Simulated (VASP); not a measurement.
# Mo (P6/mmm) in VASP: further runs, part 2 of 2

VASP 6.6.1. Earlier steps stand in the parts before.

### Step 5. Single point, r2SCAN (strain +0.1000 x Voigt [1, 1, 0, 0, 0, 0])

POSCAR reads:

```
Mo
1.0
    3.0090614369      0.0000000000      0.0000000000
   -1.5045307185      2.6059236459      0.0000000000
    0.0000000000      0.0000000000      2.5551807000
Mo
1
Direct
    0.0000000000      0.0000000000      0.5000000000
```

INCAR.step1 reads:

```
ALGO = Normal
EDIFF = 1E-4
ENCUT = 520
GGA = PE
ISMEAR = 0
LASPH = T
LCHARG = F
LREAL = F
LWAVE = T
NBANDS = 13
NELM = 60
PREC = Accurate
SIGMA = 0.15
```

INCAR.step2 reads:

```
ALGO = Normal
EDIFF = 1E-6
ENCUT = 520
ISIF = 2
ISMEAR = 0
ISTART = 1
LASPH = T
LCHARG = T
LELF = T
LMIXTAU = T
LREAL = F
LVHAR = T
LWAVE = F
METAGGA = R2SCAN
NBANDS = 13
NELM = 60
PREC = Accurate
SIGMA = 0.15
```

KPOINTS reads:

```
k-points
0
Gamma
  18 18 18
```

Potentials or basis: VASP PAW PBE potentials, release 64 (Mo_sv).

Command:

```sh
> cat potpaw_PBE.64/Mo_sv/POTCAR > POTCAR
> cp INCAR.step1 INCAR
> mpirun -np 1 vasp_std > vasp.out
> cp INCAR.step2 INCAR
> mpirun -np 1 vasp_std > vasp.out
```

OUTCAR:

```text
EDIFF = 1E-6
   ENCUT = 520
   ISIF = 2
   ISMEAR = 0
   ISTART = 1
   LASPH = T
   LREAL = F
   METAGGA = R2SCAN
   NELM = 60
   PREC = Accurate

 ion  position               nearest neighbor table
   1  0.000  0.000  0.500-

  LATTYP: Found a hexagonal cell.
 ALAT       =     3.0090614369
 C/A-ratio  =     0.8491620240

  Lattice vectors:

 A1 = (   3.0090614369,   0.0000000000,   0.0000000000)
 A2 = (  -1.5045307185,   2.6059236459,   0.0000000000)
 A3 = (   0.0000000000,   0.0000000000,   2.5551807000)

Analysis of symmetry for initial positions (statically):
=====================================================================
 Subroutine PRICEL returns:
 Original cell was already a primitive cell.

 Routine SETGRP: Setting up the symmetry group for a
 hexagonal supercell.

 Subroutine GETGRP returns: Found 24 space group operations
 (whereof 24 operations were pure point group operations)
 out of a pool of 24 trial point group operations.

The static configuration has the point symmetry D_6h.

Analysis of symmetry for dynamics (positions and initial velocities):
[... 167 lines left out ...]
      1     -54.1819      2.00000
      2     -27.1290      2.00000
      3     -27.1290      2.00000
      4     -26.5949      2.00000
      5       2.4002      2.00000
      6       4.8772      2.00000
      7       8.0687      2.00000
      8       8.0687      2.00000
      9      12.5711      0.00000
     10      12.5711      0.00000
     11      21.4836      0.00000
     12      26.5869      0.00000
     13      27.1909      0.00000
[... 354 lines left out ...]
  band No.  band energies     occupation
      1     -54.1027      2.00000
      2     -27.7002      2.00000
      3     -27.3135      2.00000
      4     -26.5402      2.00000
      5       5.0454      2.00000
      6       5.4859      2.00000
      7       8.2799      1.99999
      8      10.9925      0.00000
      9      12.0857      0.00000
     10      12.3102      0.00000
     11      16.5305      0.00000
     12      19.7829      0.00000
     13      27.1121      0.00000

 [... further k-points ...]

------------------------ aborting loop because EDIFF is reached ----------------------------------------

  FORCE on cell =-STRESS in cart. coord.  units (eV):
  Direction    XX          YY          ZZ          XY          YZ          ZX
  --------------------------------------------------------------------------------------
  -------------------------------------------------------------------------------------
  Total       -3.6114338     -3.6114338     -2.7607180      0.0000000     -0.0000000      0.0000000
  in kB     -288.7858303   -288.7858303   -220.7589237      0.0000000     -0.0000000      0.0000000
  external PRESSURE =    -266.1101948 kB  Pullay stress =       0.0000000 kB

 VOLUME and BASIS-vectors are now :
 -----------------------------------------------------------------------------
  energy-cutoff  :      520.00
  volume of cell :       20.04
      direct lattice vectors                 reciprocal lattice vectors
     3.009061437  0.000000000  0.000000000     0.332329539  0.191870549  0.000000000
    -1.504530719  2.605923646  0.000000000     0.000000000  0.383741098  0.000000000
     0.000000000  0.000000000  2.555180700     0.000000000  0.000000000  0.391361754

 POSITION                                       TOTAL-FORCE (eV/Angst)
 -----------------------------------------------------------------------------------
      0.00000      0.00000      1.27759         0.000000      0.000000      0.000000
 -----------------------------------------------------------------------------------
    total drift:                               -0.000000      0.000000      0.000000

  FREE ENERGIE OF THE ION-ELECTRON SYSTEM (eV)
  ---------------------------------------------------
  free  energy   TOTEN  =       -24.7808726653 eV

  energy  without entropy=      -24.7656147253  energy(sigma->0) =      -24.77324370
```

OSZICAR.step1:

```text
N       E                     dE             d eps       ncg     rms          rms(c)
DAV:   1     0.111988121937E+03    0.11199E+03   -0.90688E+03  9644   0.108E+03
DAV:   2    -0.881657847318E+01   -0.12080E+03   -0.11697E+03 10890   0.321E+02
DAV:   3    -0.103220039376E+02   -0.15054E+01   -0.14996E+01 11270   0.370E+01
DAV:   4    -0.103268686669E+02   -0.48647E-02   -0.48646E-02 10960   0.239E+00
DAV:   5    -0.103269125635E+02   -0.43897E-04   -0.43897E-04 11540   0.193E-01    0.879E+00
DAV:   6    -0.981071770468E+01    0.51619E+00   -0.77422E-01 10000   0.971E+00    0.216E+00
DAV:   7    -0.976338967628E+01    0.47328E-01   -0.96985E-02 11100   0.320E+00    0.799E-01
DAV:   8    -0.976129054527E+01    0.20991E-02   -0.48017E-03 10310   0.825E-01    0.141E-01
DAV:   9    -0.976134167102E+01   -0.51126E-04   -0.15843E-04 10302   0.150E-01
   1 F= -.97613417E+01 E0= -.97537108E+01  d E =-.152618E-01
```

Wall time 2.8 min (1 thread of AMD EPYC 9R45 (Zen 5), shared host); peak memory 0.17 GiB.

Results:

| Item | Value |
| --- | --- |
| Free energy | -24.7809 eV |
| Pressure | -26.6 GPa |
| Band gap on the k mesh | zero (bands 7 and 8 overlap by 1.29 eV) |

Caveat: the cell differs from its parent crystal (strain +0.1000 x Voigt [1, 1, 0, 0, 0, 0]); the stress differs along the axes, from -29 to -22 GPa; the PAW data sets were made with another functional, which shifts forces and pressure a little.

### Step 6. Overview

| cell | gap on the mesh (eV) | pressure (GPa) |
| --- | --- | --- |
| a = 2.872, b = 2.872, c = 2.555 Å, angles 90.0, 90.0, 120.0°, 1 atom | none | -16.5 |
| a = 2.941, b = 2.941, c = 2.555 Å, angles 90.0, 90.0, 120.0°, 1 atom | none | -22.3 |
| a = 2.975, b = 2.975, c = 2.555 Å, angles 90.0, 90.0, 120.0°, 1 atom | none | -24.7 |
| a = 3.009, b = 3.009, c = 2.555 Å, angles 90.0, 90.0, 120.0°, 1 atom | none | -26.6 |

Alike in all rows: task single point; level r2SCAN; potentials or basis VASP PAW PBE potentials, release 64 (Mo_sv); no spin polarisation; k mesh 18 × 18 × 18; cutoff (eV) 520; smearing gaussian 0.15 eV.

Caveats: the PAW data sets were made with another functional, which shifts forces and pressure a little; the stress differs along the axes, from -19 to -12 GPa (at least some runs); the stress differs along the axes, from -25 to -17 GPa (at least some runs); the stress differs along the axes, from -27 to -20 GPa (at least some runs); the stress differs along the axes, from -29 to -22 GPa (at least some runs).

Total energies depend on the potentials used, so only differences within one code and one set of settings carry meaning.
